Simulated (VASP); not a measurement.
Write the native input for VASP 6.6.1 that does the following.

```yaml
Task: single point
Functional: BLYP
Potentials_or_basis: VASP PAW PBE potentials, release 64 (Tl_d)
Cutoff: 520 eV
k_mesh: 11 × 11 × 3
Occupations: fermi-dirac, width 0.1 eV
Spin: no spin polarisation
Dipole_correction: no
Further_INCAR_settings: ALGO = Normal; EDIFF = 1e-07; NBANDS = 34
```

The structure of Tl lies in POSCAR:

```
Tl
1.0
    3.8668658935      0.0000000000      0.0000000000
   -1.9334329468      3.3488040968      0.0000000000
    0.0000000000      0.0000000000     12.2360946195
Tl
4
Direct
    0.0000000000      0.0000000000      0.0000000000
    0.0000000000      0.0000000000      0.5000000000
    0.3333333333      0.6666666667      0.2500000000
    0.6666666667      0.3333333333      0.7500000000
```

The input as run:

INCAR

```
  PREC = Accurate
  ENCUT = 520
  EDIFF = 1E-7
  ISMEAR = -1
  SIGMA = 0.1
  LREAL = F
  LASPH = T
  NELM = 60
  ALGO = Normal
  ISIF = 2
  LWAVE = F
  LCHARG = F
  GGA = B5
  ALDAX = 1.0
  AGGAX = 1.0
  AGGAC = 1.0
  ALDAC = 0.0
  NBANDS = 34
```

KPOINTS

```
regular mesh
0
Gamma
  11 11 3
```

Potentials or basis: VASP PAW PBE potentials, release 64 (Tl_d).

Run with:

```sh
$ cat potpaw_PBE.64/Tl_d/POTCAR > POTCAR
$ mpirun -np 1 vasp_std > vasp.out
```

It gave:

```json
{"Pressure": "-1.5 GPa", "Band gap on the k mesh": "zero (bands 26 and 27 overlap by 2.97 eV)"}
```

Caveat: the PAW data sets were made with another functional, which shifts forces and pressure a little; spin-orbit coupling is left out, which moves the levels of the heavy elements.

It took 100 s on 1 thread of Intel(R) Xeon(R) Platinum 8488C (Sapphire Rapids), with other jobs on the host, peak memory 0.33 GiB.
